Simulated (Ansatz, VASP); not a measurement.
# GaP: VASP beside Ansatz

The input INCAR:

```
PREC = Accurate
ENCUT = 500
EDIFF = 1E-6
ISMEAR = 0
SIGMA = 0.1
LREAL = F
LASPH = T
NELM = 120
ALGO = Normal
ISIF = 2
LWAVE = F
LCHARG = F
GGA = PE
NBANDS = 16
GGA_COMPAT = F
```

KPOINTS

```
Automatic mesh
0
Gamma
  6 6 6
```

File POSCAR:

```
GaP
1.0
    0.0000000000      2.3580122323      2.3580122323
    2.3580122323      0.0000000000      2.3580122323
    2.3580122323      2.3580122323      0.0000000000
Ga P
1 1
Direct
    0.0000000000      0.0000000000      0.0000000000
    0.5000000000      0.5000000000      0.5000000000
```

Input for Ansatz:

```yaml
crystal:
  lattice:
    - [0.0, 2.3580122323, 2.3580122323]
    - [2.3580122323, 0.0, 2.3580122323]
    - [2.3580122323, 2.3580122323, 0.0]
  atoms:
    - { symbol: Ga, position: [0.0, 0.0, 0.0] }
    - { symbol: P, position: [0.5, 0.5, 0.5] }
basis:
  ecutwfc: 420
kpoints:
  mp_grid: { grid: [6, 6, 6] }
hamiltonian:
  xc: pbe
scf:
  occupations: { method: gaussian, width: 0.1 }
output:
  forces: true
  stress: true
  eigenvalues: true
```

Alike in both runs: task single point; functional PBE; k mesh 6 × 6 × 6; occupations gaussian, width 0.1 eV; no spin polarisation.

```csv
,VASP,Ansatz
version,VASP 6.6.1,Ansatz 0.2.0
potentials or method,"VASP PAW PBE potentials, release 64 (Ga_d, P), cutoff 500 eV","scalar-relativistic, plane waves, PAW"
valence electrons in the cell,18,18
```

```tsv
	VASP	Ansatz	Ansatz less VASP
gap on the k mesh at the Fermi level (eV)	none	none	-
pressure (GPa)	44.2	44.0	-0.21
```

A gap of «none» marks a metal or a gap that the smearing closes. Both programs put the cell under a high pressure, so it lies far from rest at this level.

The k mesh is coarse, so the values compare programs but aren't converged.
